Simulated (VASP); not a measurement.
# HfPt2 (Imma) in VASP: notebook, part 2 of 2

VASP 6.6.1. The steps go on from the part before.

### Step 3. Single point, PBE

This run uses another cell than the first one, of 18.64 Å³/atom.

Input file INCAR:

```
SYSTEM = HfPt2
ALGO = Fast
EDIFF = 1E-6
ENCUT = 520
GGA = PE
ISIF = 2
ISMEAR = 0
LASPH = .TRUE.
LCHARG = .TRUE.
LELF = .TRUE.
LREAL = .FALSE.
LVHAR = .TRUE.
LWAVE = .FALSE.
NBANDS = 39
NELM = 60
PREC = Accurate
SIGMA = 0.1
```

Input file KPOINTS:

```
k-points
0
G
  6 6 6
  0 0 0
```

Input file POSCAR:

```
HfPt2
1.0
   -1.7430324122      3.3228972972      4.8283408488
    1.7430324122     -3.3228972972      4.8283408488
    1.7430324122      3.3228972972     -4.8283408488
Hf Pt
2 4
Direct
    0.2929497560      0.5429497560      0.7500000000
    0.7070502440      0.4570502440      0.2500000000
    0.1082305097      0.1410787843      0.9671517254
    0.6739270590      0.1410787843      0.5328482746
    0.3260729410      0.8589212157      0.4671517254
    0.8917694903      0.8589212157      0.0328482746
```

Potentials or basis: VASP PAW PBE potentials, release 64 (Hf_pv, Pt).

The run is started by

```sh
> cat potpaw_PBE.64/Hf_pv/POTCAR potpaw_PBE.64/Pt/POTCAR > POTCAR
> mpirun -np 1 vasp_std > vasp.out
```

OUTCAR:

```text
SYSTEM = HfPt2
   EDIFF = 1E-6
   ENCUT = 520
   GGA = PE
   ISIF = 2
   ISMEAR = 0
   LASPH = .TRUE.
   LREAL = .FALSE.
   NELM = 60
   PREC = Accurate

 ion  position               nearest neighbor table
   1  0.293  0.543  0.750-   3 2.73   3 2.73   4 2.73   4 2.73   6 2.88   6 2.88   5 2.88   5 2.88
                             2 3.42   2 3.42   5 3.58   6 3.58
   2  0.707  0.457  0.250-   6 2.73   6 2.73   5 2.73   5 2.73   3 2.88   3 2.88   4 2.88   4 2.88
                             1 3.42   1 3.42   4 3.58   3 3.58
   3  0.108  0.141  0.967-   5 2.73   5 2.73   1 2.73   1 2.73   6 2.76   2 2.88   2 2.88   4 2.89
                             2 3.58
   4  0.674  0.141  0.533-   6 2.73   6 2.73   1 2.73   1 2.73   5 2.76   2 2.88   2 2.88   3 2.89
                             2 3.58
   5  0.326  0.859  0.467-   3 2.73   3 2.73   2 2.73   2 2.73   4 2.76   1 2.88   1 2.88   6 2.89
                             1 3.58
   6  0.892  0.859  0.033-   4 2.73   4 2.73   2 2.73   2 2.73   3 2.76   1 2.88   1 2.88   5 2.89
                             1 3.58

  LATTYP: Found a body centered orthorhombic cell.
 ALAT       =     3.4860648244
 B/A-ratio  =     1.9063887016
 C/A-ratio  =     2.7700809319

  Lattice vectors:

 A1 = (  -1.7430324122,   3.3228972972,   4.8283408488)
 A2 = (   1.7430324122,  -3.3228972972,   4.8283408488)
 A3 = (   1.7430324122,   3.3228972972,  -4.8283408488)

Analysis of symmetry for initial positions (statically):
=====================================================================
 Subroutine PRICEL returns:
 Original cell was already a primitive cell.

 Routine SETGRP: Setting up the symmetry group for a
 body centered orthorhombic supercell.

 Subroutine GETGRP returns: Found  8 space group operations
 (whereof  4 operations were pure point group operations)
 out of a pool of  8 trial point group operations.

The static configuration has the point symmetry C_2h.
 The point group associated with its full space group is D_2h.

Analysis of symmetry for dynamics (positions and initial velocities):
=====================================================================
 Subroutine PRICEL returns:
 Original cell was already a primitive cell.

 Routine SETGRP: Setting up the symmetry group for a
 body centered orthorhombic supercell.

 Subroutine GETGRP returns: Found  8 space group operations
 (whereof  4 operations were pure point group operations)
 out of a pool of  8 trial point group operations.

The dynamic configuration has the point symmetry C_2h.
 The point group associated with its full space group is D_2h.

 Subroutine INISYM returns: Found  8 space group operations
 (whereof  4 operations are pure point group operations),
 and found     1 'primitive' translations

----------------------------------------------------------------------------------------

                                     Primitive cell

  volume of cell :     111.8614

  direct lattice vectors                    reciprocal lattice vectors
    -1.743032412  3.322897297  4.828340849     0.000000000  0.150471097  0.103555241
     1.743032412 -3.322897297  4.828340849     0.286856398  0.000000000  0.103555241
     1.743032412  3.322897297 -4.828340849     0.286856398  0.150471097  0.000000000

  length of vectors
     6.114955747  6.114955747  6.114955747     0.182661542  0.304975870  0.323926140
[... 50 lines left out ...]
  0.000000  0.166667  0.000000      4.000000
  0.166667  0.166667  0.000000      8.000000
[... 16 lines left out ...]
 -0.166667  0.166667  0.166667      2.000000
  0.166667  0.333333  0.166667      4.000000
 [... further k-points ...]
   k-points           NKPTS =     46   k-points in BZ     NKDIM =     46   number of bands    NBANDS=     39
   number of dos      NEDOS =    301   number of ions     NIONS =      6
   total plane-waves  NPLWV = 110592
   dimension x,y,z NGX =    48 NGY =   48 NGZ =   48
   dimension x,y,z NGXF=    96 NGYF=   96 NGZF=   96
   ions per type =               2   4
   NGX,Y,Z   is equivalent  to a cutoff of  13.05, 13.05, 13.05 a.u.
   NGXF,Y,Z  is equivalent  to a cutoff of  26.10, 26.10, 26.10 a.u.
 SYSTEM =  HfPt2
   PREC   = accura    normal or accurate (medium, high low for compatibility)
   ISTART =      0    job   : 0-new  1-cont  2-samecut
   ICHARG =      2    charge: 1-file 2-atom 10-const
   ISPIN  =      1    spin polarized calculation?
   LNONCOLLINEAR =      F non collinear calculations
   LSORBIT =      F    spin-orbit coupling
   LASPH  =      T    aspherical Exc in radial PAW
   ENCUT  =  520.0 eV  38.22 Ry    6.18 a.u.  11.37 11.37 11.37*2*pi/ulx,y,z
   NELM   =     60;   NELMIN=  2; NELMDL= -5     # of ELM steps
   EDIFF  = 0.1E-05   stopping-criterion for ELM
   LREAL  =      F    real-space projection
   EDIFFG = 0.1E-04   stopping-criterion for IOM
   NSW    =      0    number of steps for IOM
   IBRION =     -1    ionic relax: 0-MD 1-quasi-New 2-CG
   NFREE  =      0    steps in history (QN), initial steepest desc. (CG)
   ISIF   =      2    stress and relaxation
   ISYM   =      2    0-nonsym 1-usesym 2-fastsym
   POTIM  = 0.5000    time-step for ionic-motion
   TEBEG  =    0.0;   TEEND  =   0.0 temperature during run
   PSTRESS=    0.0 pullay stress
   NELECT =      60.0000    total number of electrons
   NUPDOWN=      -1.0000    fix difference up-down
   EMIN   =  10.00;   EMAX   =-10.00  energy-range for DOS
   EFERMI =   0.00;   METHOD = LEGACY
   ISMEAR =     0;   SIGMA  =   0.10  broadening in eV -4-tet -1-fermi 0-gaus
   EFERMI_NEDOS =   21; number of points for ismear=-14 and -15
   IALGO  =     68    algorithm
   IMIX   =      4    mixing-type and parameters
     AMIX     =   0.40;   BMIX     =  1.00
     AMIX_MAG =   1.60;   BMIX_MAG =  1.00
  volume/ion in A,a.u.               =      18.64       125.81
  Fermi-wavevector in a.u.,A,eV,Ry     =   1.330143  2.513607 24.072538  1.769282
  Thomas-Fermi vector in A             =   2.459253
   LORBIT       =      0    0 simple, 1 ext, 2 COOP (PROOUT), +10 PAW based schemes
   GGA     = PE    functional components
   LHFCALC =     F    Hartree Fock is set to
   AEXX    =    0.0000 exact exchange contribution
   IVDW    =     0    specifies the selected vdW correction
   LEPSILON=     F    determine dielectric tensor
   LRPA    =     F    only Hartree local field effects (RPA)
 non-spin polarized calculation
 RMM-DIIS sequential band-by-band and
 Gauss-broadening in eV      SIGMA  =   0.10
  energy-cutoff  :      520.00
  volume of cell :      111.86
 maximum number of plane-waves:      3038
 NGX is ok and might be reduce to    48
   NGX = 23   NGY = 23   NGZ = 23

 number of electron      59.9999998 magnetization

 Free energy of the ion-electron system (eV)
  ---------------------------------------------------
  ext. energy  EPLUGINS =         0.00000000
  ---------------------------------------------------
  free energy    TOTEN  =       -49.53049437 eV

  energy without entropy =      -49.51737635  energy(sigma->0) =      -49.52393536

 E-fermi :   7.7603     XC(G=0): -12.1118

 val. band max:        7.7586979514   @ k =  -0.1667   0.3333   0.0000
 cond. band min:       7.7861964807   @ k =   0.5000  -0.1667   0.1667
 fundamental gap:      0.0274985293
 Fermi energy:         7.7602843487

 k-point     1 :       0.0000    0.0000    0.0000
  band No.  band energies     occupation
      1     -23.4623      2.00000
      2     -23.4571      2.00000
      3     -23.4331      2.00000
      4     -23.2916      2.00000
      5     -23.2808      2.00000
      6     -23.2417      2.00000
[... 997 lines left out ...]
     38      11.1454      0.00000
     39      12.3273      0.00000

 [... further k-points ...]

------------------------ aborting loop because EDIFF is reached ----------------------------------------

  FORCE on cell =-STRESS in cart. coord.  units (eV):
  Direction    XX          YY          ZZ          XY          YZ          ZX
  --------------------------------------------------------------------------------------
  -------------------------------------------------------------------------------------
  Total       -0.8742408     -0.6680142     -0.4402994      0.0000000     -0.0000000      0.0000000
  in kB      -12.5216441     -9.5678853     -6.3063543      0.0000000     -0.0000000      0.0000000
  external PRESSURE =      -9.4652946 kB  Pullay stress =       0.0000000 kB

 VOLUME and BASIS-vectors are now :
 -----------------------------------------------------------------------------
  energy-cutoff  :      520.00
  volume of cell :      111.86
      direct lattice vectors                 reciprocal lattice vectors
    -1.743032412  3.322897297  4.828340849     0.000000000  0.150471097  0.103555241
     1.743032412 -3.322897297  4.828340849     0.286856398  0.000000000  0.103555241
     1.743032412  3.322897297 -4.828340849     0.286856398  0.150471097  0.000000000

 POSITION                                       TOTAL-FORCE (eV/Angst)
 -----------------------------------------------------------------------------------
      1.74303      1.66145      0.41475        -0.000000     -0.000000     -0.001853
     -0.00000      1.66145      4.41359        -0.000000     -0.000000      0.001853
      1.74303      3.10459     -3.46599        -0.000000      0.036262     -0.064362
     -0.00000      3.54120      1.36235         0.000000     -0.036262     -0.064362
      1.74303     -0.21830      3.46599        -0.000000      0.036262      0.064362
      0.00000      0.21830      8.29433        -0.000000     -0.036262      0.064362
 -----------------------------------------------------------------------------------
    total drift:                               -0.000000     -0.000000      0.000000

  FREE ENERGIE OF THE ION-ELECTRON SYSTEM (eV)
  ---------------------------------------------------
  free  energy   TOTEN  =       -49.5304943715 eV

  energy  without entropy=      -49.5173763483  energy(sigma->0) =      -49.52393536
```

OSZICAR:

```text
N       E                     dE             d eps       ncg     rms          rms(c)
DAV:   1     0.342423011351E+03    0.34242E+03   -0.31069E+04  3588   0.148E+03
DAV:   2    -0.348846956190E+02   -0.37731E+03   -0.35768E+03  3969   0.354E+02
DAV:   3    -0.516656646344E+02   -0.16781E+02   -0.16314E+02  4484   0.580E+01
DAV:   4    -0.519872049967E+02   -0.32154E+00   -0.32095E+00  4108   0.865E+00
DAV:   5    -0.519939226927E+02   -0.67177E-02   -0.67153E-02  4535   0.116E+00    0.784E+01
RMM:   6    -0.500464590829E+02    0.19475E+01   -0.33717E+00  3588   0.899E+00    0.445E+01
RMM:   7    -0.497112895132E+02    0.33517E+00   -0.37888E+00  4363   0.757E+00    0.110E+01
RMM:   8    -0.495711426555E+02    0.14015E+00   -0.61054E-01  3920   0.383E+00    0.270E+00
RMM:   9    -0.495302983551E+02    0.40844E-01   -0.16032E-01  3800   0.177E+00    0.126E+00
RMM:  10    -0.495302148655E+02    0.83490E-04   -0.20477E-02  4474   0.563E-01    0.729E-01
RMM:  11    -0.495304749479E+02   -0.26008E-03   -0.34176E-03  5330   0.182E-01    0.305E-01
RMM:  12    -0.495304788830E+02   -0.39351E-05   -0.49772E-04  4424   0.951E-02    0.124E-01
RMM:  13    -0.495304942171E+02   -0.15334E-04   -0.16467E-04  4701   0.527E-02    0.151E-02
RMM:  14    -0.495304949523E+02   -0.73520E-06   -0.33009E-05  4828   0.186E-02    0.669E-02
RMM:  15    -0.495304943715E+02    0.58072E-06   -0.65392E-06  3709   0.884E-03
   1 F= -.49530494E+02 E0= -.49523935E+02  d E =-.131180E-01
```

stdout:

```text
POSCAR found type information on POSCAR HfPt
 POSCAR found :  2 types and       6 ions
 scaLAPACK will be used
 LDA part: xc-table for (Slater+PW92), standard interpolation
 POSCAR, INCAR and KPOINTS ok, starting setup
 FFT: planning ... GRIDC
 FFT: planning ... GRID_SOFT
 FFT: planning ... GRID
 WAVECAR not read
 entering main loop
```

Run time: 2.5 min. Hardware: 1 thread of Intel Xeon 6975P-C (Granite Rapids), shared host; peak memory 0.42 GiB.

Results:

| Item | Value |
| --- | --- |
| Free energy | -49.5305 eV |
| Pressure | -0.9 GPa |
| Largest force | 0.074 eV/Å |
| Band gap on the k mesh | zero (bands 30 and 31 overlap by 1.09 eV) |

Forces on the atoms (eV/Å):
```
Hf   0.000  0.000 -0.002
Hf   0.000  0.000  0.002
Pt   0.000  0.036 -0.064
Pt   0.000 -0.036 -0.064
Pt   0.000  0.036  0.064
Pt   0.000 -0.036  0.064
```

Caveat: spin-orbit coupling is left out, which moves the levels of the heavy elements.

### Step 4. Relaxation of cell and atoms, PBE

Input file INCAR:

```
SYSTEM = HfPt2
ALGO = Fast ; EDIFF = 1E-6
EDIFFG = -0.04 ; ENCUT = 600
GGA = PE ; IBRION = 2
ISIF = 3 ; ISMEAR = 0
LASPH = .True. ; LCHARG = .False.
LREAL = .False. ; LWAVE = .False.
NELM = 100 ; NSW = 90
PREC = Accurate ; SIGMA = 0.1
```

Input file KPOINTS:

```
k-points
0
Gamma
  6 6 6
  0 0 0
```

Input file POSCAR:

```
HfPt2
1.0
   -2.1282905371      3.3409211919      3.6172689942
    2.1282905371     -3.3409211919      3.6172689942
    2.1282905371      3.3409211919     -3.6172689942
Hf Pt
2 4
Direct
    0.2970000000      0.5470000000      0.7500000000
    0.7030000000      0.4530000000      0.2500000000
    0.1030000000      0.1630000000      0.9400000000
    0.7230000000      0.1630000000      0.5600000000
    0.2770000000      0.8370000000      0.4400000000
    0.8970000000      0.8370000000      0.0600000000
```

The run is started by

```sh
> cat potpaw_PBE.64/Hf_pv/POTCAR potpaw_PBE.64/Pt/POTCAR > POTCAR
> mpirun -np 1 vasp_std > vasp.out
```

Wall time 51 min (1 thread of Intel Xeon 6975P-C (Granite Rapids), shared host); peak memory 0.47 GiB.

It converged, with:

* Free energy: -49.2923 eV
* Relaxed volume: 18.05 Å³/atom
* Relaxed cell: a = 5.710 Å, b = 5.710 Å, c = 5.710 Å, α = 137.32°, β = 118.03°, γ = 78.17°
* Space group after relaxing (to 0.1 Å): Imma (No. 74)
* Energy gained by relaxing: 346.9 meV/atom
* Ionic steps: 28
* Pressure after relaxing: -0.1 GPa
* Largest force after relaxing: 0.039 eV/Å
* Band gap on the k mesh: zero (bands 30 and 31 overlap by 1.36 eV)

Forces on the atoms (eV/Å):
```
Hf   0.000  0.000 -0.034
Hf   0.000  0.000  0.034
Pt   0.000 -0.036 -0.015
Pt   0.000  0.036 -0.015
Pt   0.000 -0.036  0.015
Pt   0.000  0.036  0.015
```

The path:
```csv
step,energy change (eV),largest force (eV/Å),pressure (GPa),volume (Å³)
1,0.0000,2.3606,18.42,102.88
2,1.3140,0.6111,-24.10,135.04
3,-0.7221,1.0048,-4.63,113.29
4,-0.7268,1.0559,-3.45,112.55
5,-1.1185,0.7266,-1.42,110.29
6,-1.5379,0.6194,8.85,104.19
7,-1.6748,0.6926,5.86,105.36
8,-1.8848,0.9363,-0.65,108.62
9,-1.8868,0.8844,-0.02,108.20
10,-1.8874,0.9013,-0.23,108.34
11,-1.9359,0.7258,-0.70,108.27
12,-2.0013,0.1801,-1.57,108.04
13,-2.0155,0.1363,0.32,107.03
14,-2.0174,0.1145,1.16,106.57
15,-2.0301,0.1087,0.93,106.78
16,-2.0543,0.2356,0.30,107.39
17,-2.0506,0.5362,-0.46,108.50
18,-2.0600,0.3875,-0.12,107.95
19,-2.0724,0.1727,-0.05,108.14
20,-2.0745,0.0705,0.03,108.24
21,-2.0777,0.0655,-0.04,108.30
22,-2.0791,0.0584,-0.09,108.37
23,-2.0797,0.0669,0.16,108.24
24,-2.0798,0.0709,0.21,108.22
25,-2.0802,0.0595,-0.10,108.40
26,-2.0802,0.0568,-0.24,108.45
27,-2.0806,0.0498,-0.20,108.41
28,-2.0814,0.0388,-0.11,108.28
```

Final structure:
```
CELL_PARAMETERS angstrom
-2.07787 2.93955 4.43179
2.07787 -2.93955 4.43179
2.07787 2.93955 -4.43179
ATOMIC_POSITIONS crystal
Hf 0.31432 0.56432 0.75000
Hf 0.68568 0.43568 0.25000
Pt 0.12944 0.15058 0.97887
Pt 0.67171 0.15058 0.52113
Pt 0.32829 0.84942 0.47887
Pt 0.87056 0.84942 0.02113
```

Levels at points of the mesh, in eV from the Fermi level:
```tsv
k point	band 25	band 26	band 27	band 28	band 29	band 30	band 31	band 32	band 33	band 34
(0.00, 0.00, 0.00)	-1.18	-0.63	-0.38	-0.33	0.20	0.33	0.60	0.70	0.90	1.02
(0.50, 0.00, 0.00)	-2.25	-2.20	-1.82	-1.67	-0.42	0.37	0.84	1.59	1.87	2.62
(0.00, 0.50, 0.00)	-1.76	-1.62	-1.36	-1.03	-0.85	0.21	0.50	0.68	0.75	0.93
(0.50, 0.50, 0.00)	-2.27	-2.27	-1.77	-1.77	-1.23	-1.23	-0.41	-0.41	1.71	1.71
(0.50, 0.50, 0.50)	-1.88	-1.43	-1.18	-0.57	0.02	0.60	1.10	1.15	2.02	2.09
```

Caveat: spin-orbit coupling is left out, which moves the levels of the heavy elements.

### Step 5. Summary

```tsv
task	cell	cutoff (eV)	gap on the mesh (eV)	pressure (GPa)	largest force (eV/Å)
single point	a = 5.364 Å, angles 133.2, 103.0, 95.2°, 6 atoms, atomic positions A	520	none	18.4	2.36
single point	a = 6.115 Å, angles 146.9, 114.2, 75.7°, 6 atoms, atomic positions B	520	none	-0.9	0.07
relaxation of cell and atoms	relaxed from a = 5.364 Å, angles 133.2, 103.0, 95.2°, 6 atoms, atomic positions A	600	none	-0.1	0.04
```

Alike in all rows: level PBE; potentials or basis VASP PAW PBE potentials, release 64 (Hf_pv, Pt); no spin polarisation; k mesh 6 × 6 × 6; smearing gaussian 0.1 eV.

Caveats: spin-orbit coupling is left out, which moves the levels of the heavy elements; the stress differs along the axes, from 13 to 22 GPa (at least some runs); forces of over 1 eV/Å act on the atoms, so gaps and moduli don't describe the material at rest (at least some runs).

Absolute energies hang on the potentials; compare differences alone.

The gap in the log of VASP goes by the Fermi energy; the results here count the filled bands.